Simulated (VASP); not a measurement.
Runs of VASP 6.6.1 on ScSiS3. The structure is that of space group Pm-3m (No. 221), or close to it. The cells are those of the table. 

```tsv
task	cell	k mesh	cutoff (eV)	gap on the mesh (eV)	pressure (GPa)	relaxed volume (Å³/atom)
relaxation of cell and atoms	relaxed from a = 4.018 Å, 5 atoms	4 × 4 × 4	600	none	0.0	23.46
single point	a = 4.018 Å, 5 atoms	4 × 4 × 4	520	none	(a)	-
relaxation of cell and atoms	relaxed from a = 4.885 Å, 5 atoms	8 × 8 × 8	600	none	0.0	(b)
single point	a = 4.885 Å, 5 atoms	4 × 4 × 4	520	none	0.3	-
single point	a = 4.883 Å, 5 atoms	8 × 8 × 8	520	none	0.1	-
```

Alike in all rows: level PBE; potentials or basis VASP PAW PBE potentials, release 64 (Sc_sv, Si, S); no spin polarisation; smearing gaussian 0.1 eV.

Fill in the values left out.

(a) 102.7; (b) 23.36.

Caveats: some runs use coarse meshes; the volume moved by over 15 % at a fixed basis, so the end points are rough (some runs).

A gap of «none» marks levels without a gap at the run's occupations.
